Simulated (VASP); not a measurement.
The system is Al2O3.

```
CELL_PARAMETERS angstrom
2.88433 0.00000 0.00000
-1.44216 2.49790 0.00000
0.00000 0.00000 9.33675
ATOMIC_POSITIONS crystal
Al 0.00000 0.00000 0.14999
Al 0.00000 0.00000 0.85001
O 0.33333 0.66667 0.22232
O 0.66667 0.33333 0.00000
O 0.33333 0.66667 0.77768
```

```yaml
Program: VASP 6.6.1
Task: relaxation of cell and atoms
Functional: PBEsol
Dispersion: D3(BJ)
Potentials_or_basis: VASP PAW PBE potentials, release 64 (Al, O)
Cutoff: 600 eV
k_mesh: 4 × 4 × 2, shifted
Occupations: gaussian, width 0.01 eV
Spin: no spin polarisation
```

At the start: pressure -4.3 GPa; volume 13.45 Å³/atom.

Q: Where does the relaxation end?

A: Over 26 steps the energy falls by 35.7 meV/atom and the volume is 10.10 Å³/atom (-24.9 %); space group P-6m2 (No. 187, to 0.05 Å).

The path:
| step | energy change (eV) | largest force (eV/Å) | pressure (GPa) | volume (Å³) |
| --- | --- | --- | --- | --- |
| 1 | 0.0000 | 0.1553 | -4.33 | 67.27 |
| 2 | -0.0023 | 0.5498 | 4.34 | 63.79 |
| 3 | -0.0267 | 0.2242 | -0.11 | 65.46 |
| 4 | -0.0279 | 0.2738 | -0.08 | 65.09 |
| 5 | -0.0292 | 0.0609 | -0.09 | 65.25 |
| 6 | -0.0299 | 0.0593 | -0.09 | 65.16 |
| 7 | -0.0316 | 0.0577 | -0.06 | 64.91 |
| 8 | -0.0347 | 0.0540 | 0.02 | 64.40 |
| 9 | -0.0395 | 0.0603 | 0.19 | 63.39 |
| 10 | -0.0437 | 0.1728 | 0.66 | 61.38 |
| 11 | -0.0439 | 0.1740 | 0.65 | 61.37 |
| 12 | -0.0442 | 0.1743 | 0.64 | 61.32 |
| 13 | -0.0450 | 0.1781 | 0.62 | 61.23 |
| 14 | -0.0464 | 0.1866 | 0.59 | 61.06 |
| 15 | -0.0495 | 0.2030 | 0.51 | 60.71 |
| 16 | -0.0558 | 0.2295 | 0.41 | 60.00 |
| 17 | -0.0695 | 0.2761 | 0.24 | 58.60 |
| 18 | -0.1016 | 0.3328 | 0.17 | 55.79 |
| 19 | -0.1582 | 0.4981 | 1.66 | 50.18 |
| 20 | -0.1700 | 0.1977 | 0.63 | 49.33 |
| 21 | -0.1706 | 0.2193 | 0.81 | 49.48 |
| 22 | -0.1751 | 0.1437 | 0.55 | 49.83 |
| 23 | -0.1782 | 0.0444 | 0.18 | 50.44 |
| 24 | -0.1783 | 0.0405 | 0.14 | 50.49 |
| 25 | -0.1783 | 0.0413 | 0.14 | 50.47 |
| 26 | -0.1783 | 0.0068 | 0.05 | 50.49 |

Final structure:
```
CELL_PARAMETERS angstrom
2.84989 -0.00001 0.00000
-1.42495 2.46808 0.00000
0.00000 0.00000 7.17785
ATOMIC_POSITIONS crystal
Al 0.00000 0.00000 0.19249
Al 0.00000 0.00000 0.80751
O 0.33333 0.66667 0.28713
O 0.66666 0.33334 0.00000
O 0.33333 0.66667 0.71287
```

Caveat: the k points lie up to 0.64 Å⁻¹ apart in the final cell; the volume moved by over 15 % at a fixed basis, so the end points are rough; the PAW data sets were made with another functional, which shifts forces and pressure a little.
